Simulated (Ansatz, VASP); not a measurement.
## One calculation of CsBr, two programs

POSCAR

```
CsBr
1.0
    4.3226054889      0.0000000000      0.0000000000
    0.0000000000      4.3226054889      0.0000000000
    0.0000000000      0.0000000000      4.3226054889
Cs Br
1 1
Direct
    0.0000000000      0.0000000000      0.0000000000
    0.5000000000      0.5000000000      0.5000000000
```

Contents of INCAR.step1:

```
PREC     = Accurate       # precision mode
ENCUT    = 550            # plane-wave cutoff, eV
ISMEAR   = 0              # smearing method
SIGMA    = 0.02           # smearing width, eV
LREAL    = False          # projectors in reciprocal space
LASPH    = True           # aspherical terms in the spheres
NELM     = 120            # most SCF steps
NBANDS   = 15             # bands
GGA      = PE             # functional
ALGO     = Normal         # electronic algorithm
EDIFF    = 1E-5           # SCF threshold, eV
LWAVE    = True           # write WAVECAR
LCHARG   = False          # write CHGCAR
GGA_COMPAT= False
```

INCAR.step2

```
PREC     = Accurate       # precision mode
ENCUT    = 550            # plane-wave cutoff, eV
EDIFF    = 1E-6           # SCF threshold, eV
ISMEAR   = 0              # smearing method
SIGMA    = 0.02           # smearing width, eV
LREAL    = False          # projectors in reciprocal space
LASPH    = True           # aspherical terms in the spheres
NELM     = 120            # most SCF steps
ALGO     = Normal         # electronic algorithm
ISIF     = 2              # what is computed and relaxed
LWAVE    = False          # write WAVECAR
LCHARG   = False          # write CHGCAR
METAGGA  = R2SCAN         # meta-GGA
LMIXTAU  = True         
NBANDS   = 15             # bands
ISTART   = 1            
GGA_COMPAT= False
```

KPOINTS

```
regular mesh
0
Gamma
  6 6 6
```

Input for Ansatz:

```yaml
crystal:
  lattice:
    - [4.3226051409, 0.0, 0.0]
    - [0.0, 4.3226051409, 0.0]
    - [0.0, 0.0, 4.3226051409]
  atoms:
    - { symbol: Cs, position: [0.0, 0.0, 0.0] }
    - { symbol: Br, position: [0.5, 0.5, 0.5] }
basis:
  ecutwfc: 500
kpoints:
  mp_grid: { grid: [6, 6, 6] }
  band_path: { path: [VBM, CBM], npoints: 2 }
hamiltonian:
  xc: r2scan
scf:
  occupations: { method: gaussian, width: 0.02 }
output:
  forces: true
  stress: true
  eigenvalues: true
```

Alike in both runs: task single point; functional r2SCAN; k mesh 6 × 6 × 6; occupations gaussian, width 0.02 eV; no spin polarisation.

|  | VASP | Ansatz |
| --- | --- | --- |
| version | VASP 6.6.1 | Ansatz 0.2.0 |
| potentials or method | VASP PAW PBE potentials, release 64 (Cs_sv, Br), cutoff 550 eV | scalar-relativistic, plane waves, PAW |
| valence electrons in the cell | 16 | 16 |

VASP gave:

* gap on the k mesh at the Fermi level (eV): 5.18
* least direct gap on the mesh (eV): 5.18

What did Ansatz give for the same quantities?

gap on the k mesh at the Fermi level (eV): 5.19; least direct gap on the mesh (eV): 5.20.

VASP's potentials were made for PBE, not for r2SCAN. With one functional, cell and mesh, what is left measures potentials, basis and numerics.

Neither program's run includes spin-orbit coupling.
